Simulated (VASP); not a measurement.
# PbO (Pbcm) in VASP: single point with PBE+D3(BJ)

Aim: the single point of PbO with PBE+D3(BJ).

All numbers are computed with VASP 6.6.1; they aren't measurements. Logs are shortened: lines on timing, memory, paths and dates and some standing lists are left out, and cuts for length are marked.

## (1) The cell of the first run

It takes space group Pbcm (No. 57, orthorhombic). The conventional cell has a = 5.886 Å, b = 5.545 Å, c = 4.791 Å, α = 90.00°, β = 90.00°, γ = 90.00°. Pb (site symmetry m) has 4 O at 2.26 to 2.49 Å within 3.0 Å. Within 3.1 Å of O (site symmetry m) lie 4 Pb at 2.26 to 2.49 Å and 4 O at 2.99 to 3.07 Å.

## (2) Single point, PBE+D3(BJ)

Contents of INCAR:

```
PREC = Accurate ; ENCUT = 600
EDIFF = 1E-6 ; ISMEAR = 0
SIGMA = 0.02 ; LREAL = F
LASPH = T ; NELM = 120
ALGO = Normal ; ISIF = 2
LWAVE = F ; LCHARG = T
GGA = PE ; IVDW = 12
LELF = T ; LVHAR = T
NBANDS = 50 ; GGA_COMPAT = F
```

Contents of KPOINTS:

```
regular mesh
0
Gamma
  6 6 6
```

Contents of POSCAR:

```
PbO
1.0
    5.8863332310      0.0000000000      0.0000000000
    0.0000000000      5.5446627182      0.0000000000
    0.0000000000      0.0000000000      4.7906476526
Pb O
4 4
Direct
    0.2318633262      0.0107842468      0.7500000000
    0.7681366738      0.9892157532      0.2500000000
    0.7681366738      0.5107842468      0.7500000000
    0.2318633262      0.4892157532      0.2500000000
    0.8599502261      0.9109267204      0.7500000000
    0.1400497739      0.0890732796      0.2500000000
    0.1400497739      0.4109267204      0.7500000000
    0.8599502261      0.5890732796      0.2500000000
```

Potentials or basis: VASP PAW PBE potentials, release 64 (Pb_d, O).

Started as:

```
$ cat potpaw_PBE.64/Pb_d/POTCAR potpaw_PBE.64/O/POTCAR > POTCAR
$ mpirun -np 1 vasp_std > vasp.out
```

OUTCAR:

```text
PREC = Accurate
   ENCUT = 600
   EDIFF = 1E-6
   ISMEAR = 0
   LREAL = F
   LASPH = T
   NELM = 120
   ISIF = 2
   GGA = PE
   IVDW = 12
 IVDW          = 12

 ion  position               nearest neighbor table
   1  0.232  0.011  0.750-   5 2.26   7 2.28   6 2.49   6 2.49   4 3.57   4 3.57   2 3.63   2 3.63
                             4 3.76   4 3.76   3 3.89   3 3.89   2 3.96   2 3.96
   2  0.768  0.989  0.250-   6 2.26   8 2.28   5 2.49   5 2.49   3 3.57   3 3.57   1 3.63   1 3.63
                             3 3.76   3 3.76   4 3.89   4 3.89   1 3.96   1 3.96
   3  0.768  0.511  0.750-   7 2.26   5 2.28   8 2.49   8 2.49   2 3.57   2 3.57   4 3.63   4 3.63
                             2 3.76   2 3.76   1 3.89   1 3.89   4 3.96   4 3.96
   4  0.232  0.489  0.250-   8 2.26   6 2.28   7 2.49   7 2.49   1 3.57   1 3.57   3 3.63   3 3.63
                             1 3.76   1 3.76   2 3.89   2 3.89   3 3.96   3 3.96
   5  0.860  0.911  0.750-   1 2.26   3 2.28   2 2.49   2 2.49
   6  0.140  0.089  0.250-   2 2.26   4 2.28   1 2.49   1 2.49
   7  0.140  0.411  0.750-   3 2.26   1 2.28   4 2.49   4 2.49
   8  0.860  0.589  0.250-   4 2.26   2 2.28   3 2.49   3 2.49

  LATTYP: Found a simple orthorhombic cell.
 ALAT       =     4.7906476526
 B/A-ratio  =     1.1573931377
 C/A-ratio  =     1.2287134554

  Lattice vectors:

 A1 = (   0.0000000000,   0.0000000000,  -4.7906476526)
 A2 = (   0.0000000000,   5.5446627182,   0.0000000000)
 A3 = (   5.8863332310,   0.0000000000,   0.0000000000)

Analysis of symmetry for initial positions (statically):
=====================================================================
 Subroutine PRICEL returns:
 Original cell was already a primitive cell.

 Routine SETGRP: Setting up the symmetry group for a
 simple orthorhombic supercell.

 Subroutine GETGRP returns: Found  8 space group operations
 (whereof  2 operations were pure point group operations)
 out of a pool of  8 trial point group operations.

The static configuration has the point symmetry S_2 .
 The point group associated with its full space group is D_2h.

Analysis of symmetry for dynamics (positions and initial velocities):
=====================================================================
 Subroutine PRICEL returns:
 Original cell was already a primitive cell.

 Routine SETGRP: Setting up the symmetry group for a
 simple orthorhombic supercell.

 Subroutine GETGRP returns: Found  8 space group operations
 (whereof  2 operations were pure point group operations)
 out of a pool of  8 trial point group operations.

The dynamic configuration has the point symmetry S_2 .
 The point group associated with its full space group is D_2h.

 Subroutine INISYM returns: Found  8 space group operations
 (whereof  2 operations are pure point group operations),
 and found     1 'primitive' translations

----------------------------------------------------------------------------------------

                                     Primitive cell

  volume of cell :     156.3559

  direct lattice vectors                    reciprocal lattice vectors
     5.886333231  0.000000000  0.000000000     0.169885047  0.000000000  0.000000000
     0.000000000  5.544662718  0.000000000     0.000000000  0.180353621  0.000000000
     0.000000000  0.000000000  4.790647653     0.000000000  0.000000000  0.208740044

  length of vectors
     5.886333231  5.544662718  4.790647653     0.169885047  0.180353621  0.208740044

  position of ions in fractional coordinates (direct lattice)
     0.231863326  0.010784247  0.750000000
     0.768136674  0.989215753  0.250000000
     0.768136674  0.510784247  0.750000000
     0.231863326  0.489215753  0.250000000
     0.859950226  0.910926720  0.750000000
     0.140049774  0.089073280  0.250000000
     0.140049774  0.410926720  0.750000000
     0.859950226  0.589073280  0.250000000

  ion indices of the primitive-cell ions
   primitive index   ion index
                 1           1
                 2           2
                 3           3
                 4           4
                 5           5
                 6           6
                 7           7
                 8           8

----------------------------------------------------------------------------------------

 KPOINTS: regular mesh

Automatic generation of k-mesh.
 Grid dimensions read from file:
 generate k-points for:    6    6    6

 Generating k-lattice:

  Cartesian coordinates                     Fractional coordinates (reciprocal lattice)
     0.028314175  0.000000000  0.000000000     0.166666667  0.000000000  0.000000000
     0.000000000  0.030058937  0.000000000     0.000000000  0.166666667  0.000000000
     0.000000000  0.000000000  0.034790007     0.000000000  0.000000000  0.166666667

  Length of vectors
     0.028314175  0.030058937  0.034790007

  Shift w.r.t. Gamma in fractional coordinates (k-lattice)
     0.000000000  0.000000000  0.000000000

 Subroutine IBZKPT returns following result:
 ===========================================

 Found     64 irreducible k-points:

 Following reciprocal coordinates:
            Coordinates               Weight
  0.000000  0.000000  0.000000      1.000000
  0.166667  0.000000  0.000000      2.000000
  0.333333  0.000000  0.000000      2.000000
  0.500000  0.000000  0.000000      1.000000
  0.000000  0.166667  0.000000      2.000000
  0.166667  0.166667  0.000000      4.000000
[... 16 lines left out ...]
  0.333333  0.166667  0.166667      8.000000
  0.500000  0.166667  0.166667      4.000000
 [... further k-points ...]
   k-points           NKPTS =     64   k-points in BZ     NKDIM =     64   number of bands    NBANDS=     50
   number of dos      NEDOS =    301   number of ions     NIONS =      8
   total plane-waves  NPLWV =  92160
   dimension x,y,z NGX =    48 NGY =   48 NGZ =   40
   dimension x,y,z NGXF=    96 NGYF=   96 NGZF=   80
   ions per type =               4   4
   NGX,Y,Z   is equivalent  to a cutoff of  13.56, 14.39, 13.88 a.u.
   NGXF,Y,Z  is equivalent  to a cutoff of  27.11, 28.78, 27.76 a.u.
 SYSTEM =  unknown system
   PREC   = accura    normal or accurate (medium, high low for compatibility)
   ISTART =      0    job   : 0-new  1-cont  2-samecut
   ICHARG =      2    charge: 1-file 2-atom 10-const
   ISPIN  =      1    spin polarized calculation?
   LNONCOLLINEAR =      F non collinear calculations
   LSORBIT =      F    spin-orbit coupling
   LASPH  =      T    aspherical Exc in radial PAW
   ENCUT  =  600.0 eV  44.10 Ry    6.64 a.u.  11.76 11.07  9.57*2*pi/ulx,y,z
   NELM   =    120;   NELMIN=  2; NELMDL= -5     # of ELM steps
   EDIFF  = 0.1E-05   stopping-criterion for ELM
   LREAL  =      F    real-space projection
   EDIFFG = 0.1E-04   stopping-criterion for IOM
   NSW    =      0    number of steps for IOM
   IBRION =     -1    ionic relax: 0-MD 1-quasi-New 2-CG
   NFREE  =      0    steps in history (QN), initial steepest desc. (CG)
   ISIF   =      2    stress and relaxation
   ISYM   =      2    0-nonsym 1-usesym 2-fastsym
   POTIM  = 0.5000    time-step for ionic-motion
   TEBEG  =    0.0;   TEEND  =   0.0 temperature during run
   PSTRESS=    0.0 pullay stress
   NELECT =      80.0000    total number of electrons
   NUPDOWN=      -1.0000    fix difference up-down
   EMIN   =  10.00;   EMAX   =-10.00  energy-range for DOS
   EFERMI =   0.00;   METHOD = LEGACY
   ISMEAR =     0;   SIGMA  =   0.02  broadening in eV -4-tet -1-fermi 0-gaus
   EFERMI_NEDOS =   21; number of points for ismear=-14 and -15
   IALGO  =     38    algorithm
   IMIX   =      4    mixing-type and parameters
     AMIX     =   0.40;   BMIX     =  1.00
     AMIX_MAG =   1.60;   BMIX_MAG =  1.00
  volume/ion in A,a.u.               =      19.54       131.89
  Fermi-wavevector in a.u.,A,eV,Ry     =   1.309383  2.474375 23.326975  1.714484
  Thomas-Fermi vector in A             =   2.439986
   LORBIT       =      0    0 simple, 1 ext, 2 COOP (PROOUT), +10 PAW based schemes
   GGA     = PE    functional components
   LHFCALC =     F    Hartree Fock is set to
   AEXX    =    0.0000 exact exchange contribution
   IVDW    =    12    specifies the selected vdW correction
   LEPSILON=     F    determine dielectric tensor
   LRPA    =     F    only Hartree local field effects (RPA)
 non-spin polarized calculation
 Gauss-broadening in eV      SIGMA  =   0.02
  energy-cutoff  :      600.00
  volume of cell :      156.36
 maximum number of plane-waves:      5268
 NGX is ok and might be reduce to    48
   NGX = 23   NGY = 23   NGZ = 19

 number of electron      80.0000018 magnetization

 Free energy of the ion-electron system (eV)
  ---------------------------------------------------
  ext. energy  EPLUGINS =         0.00000000
  ---------------------------------------------------
  free energy    TOTEN  =       -42.80044271 eV

  energy without entropy =      -42.80044271  energy(sigma->0) =      -42.80044271

 E-fermi :   4.7654     XC(G=0):  -9.9968

 val. band max:        4.6368485593   @ k =   0.5000   0.0000   0.0000
 cond. band min:       6.6859120761   @ k =   0.5000   0.5000   0.3333
 fundamental gap:      2.0490635168
 Fermi energy:         4.7653824366

 k-point     1 :       0.0000    0.0000    0.0000
  band No.  band energies     occupation
      1     -12.8069      2.00000
      2     -12.7544      2.00000
      3     -12.6648      2.00000
      4     -12.5816      2.00000
      5     -10.8793      2.00000
      6     -10.8278      2.00000
[... 42 lines left out ...]
     49      12.2826      0.00000
     50      12.6187      0.00000

 k-point     2 :       0.1667    0.0000    0.0000
  band No.  band energies     occupation
      1     -12.8000      2.00000
      2     -12.7504      2.00000
      3     -12.6597      2.00000
      4     -12.5762      2.00000
      5     -10.8767      2.00000
      6     -10.8257      2.00000
[... 1158 lines left out ...]
 k-point    24 :       0.5000    0.1667    0.1667
  band No.  band energies     occupation
      1     -12.7106      2.00000
      2     -12.6952      2.00000
      3     -12.6030      2.00000
      4     -12.5318      2.00000
      5     -10.8395      2.00000
      6     -10.8210      2.00000
[... 42 lines left out ...]
     49      11.7112      0.00000
     50      12.2060      0.00000

 [... further k-points ...]

------------------------ aborting loop because EDIFF is reached ----------------------------------------

 Edisp (eV)   -1.95328

 E8    (eV) :    -0.8963

  FORCE on cell =-STRESS in cart. coord.  units (eV):
  Direction    XX          YY          ZZ          XY          YZ          ZX
  --------------------------------------------------------------------------------------
  -------------------------------------------------------------------------------------
  Total       0.08403     0.03442    -0.02898     0.00000     0.00000     0.00000
  in kB       0.86104     0.35269    -0.29696     0.00000     0.00000     0.00000
  external pressure =        0.31 kB  Pullay stress =        0.00 kB

 VOLUME and BASIS-vectors are now :
 -----------------------------------------------------------------------------
  energy-cutoff  :      600.00
  volume of cell :      156.36
      direct lattice vectors                 reciprocal lattice vectors
     5.886333231  0.000000000  0.000000000     0.169885047  0.000000000  0.000000000
     0.000000000  5.544662718  0.000000000     0.000000000  0.180353621  0.000000000
     0.000000000  0.000000000  4.790647653     0.000000000  0.000000000  0.208740044

 POSITION                                       TOTAL-FORCE (eV/Angst)
 -----------------------------------------------------------------------------------
      1.36482      0.05980      3.59299         0.038263     -0.015923      0.000000
      4.52151      5.48487      1.19766        -0.038263      0.015923     -0.000000
      4.52151      2.83213      3.59299        -0.038263     -0.015923      0.000000
      1.36482      2.71254      1.19766         0.038263      0.015923      0.000000
      5.06195      5.05078      3.59299        -0.015481      0.010514      0.000000
      0.82438      0.49388      1.19766         0.015481     -0.010514      0.000000
      0.82438      2.27845      3.59299         0.015481      0.010514      0.000000
      5.06195      3.26621      1.19766        -0.015481     -0.010514     -0.000000
 -----------------------------------------------------------------------------------
    total drift:                                0.000000      0.000000      0.000000

  FREE ENERGIE OF THE ION-ELECTRON SYSTEM (eV)
  ---------------------------------------------------
  free  energy   TOTEN  =       -44.7537237886 eV

  energy  without entropy=      -44.7537237886  energy(sigma->0) =      -44.75372379
```

It took 19 min on 1 thread of Oxide Virtual Turin-like, shared host; peak memory 0.57 GiB.

What came out:

| Item | Value |
| --- | --- |
| Free energy | -44.7537 eV |
| Pressure | 0.0 GPa |
| Largest force | 0.041 eV/Å |
| Band gap on the k mesh | 2.05 eV (least direct gap 2.29 eV) |
| Dispersion energy per atom | -0.244 eV |

Forces on the atoms (eV/Å):
```
Pb   0.038 -0.016  0.000
Pb  -0.038  0.016  0.000
Pb  -0.038 -0.016  0.000
Pb   0.038  0.016  0.000
O   -0.015  0.011  0.000
O    0.015 -0.011  0.000
O    0.015  0.011  0.000
O   -0.015 -0.011  0.000
```

Levels at points of the mesh, in eV from the valence-band top:
```csv
k point,band 36,band 37,band 38,band 39,band 40,band 41,band 42,band 43,band 44,band 45
"(0.00, 0.00, 0.00)",-1.80,-1.23,-1.21,-0.39,-0.08,3.39,3.89,4.55,5.34,5.63
"(0.50, 0.00, 0.00)",-1.58,-1.29,-0.64,-0.39,0.00,2.75,3.17,3.74,4.79,5.94
"(0.00, 0.50, 0.00)",-1.68,-0.93,-0.93,-0.19,-0.19,3.99,3.99,4.86,4.86,5.01
"(0.50, 0.50, 0.00)",-1.72,-0.59,-0.59,-0.42,-0.42,3.01,3.01,4.02,4.02,4.43
"(0.00, 0.00, 0.50)",-1.27,-0.73,-0.73,-0.24,-0.24,4.13,4.13,4.83,4.83,4.94
"(0.50, 0.00, 0.50)",-1.00,-0.45,-0.45,-0.32,-0.32,3.10,3.10,3.62,3.62,4.74
"(0.00, 0.50, 0.50)",-1.36,-0.69,-0.69,-0.69,-0.69,3.37,3.37,3.37,3.37,5.88
"(0.50, 0.50, 0.50)",-1.38,-0.47,-0.47,-0.47,-0.47,2.43,2.43,2.43,2.43,6.80
```

Caveat: spin-orbit coupling is left out, which moves the levels of the heavy elements.
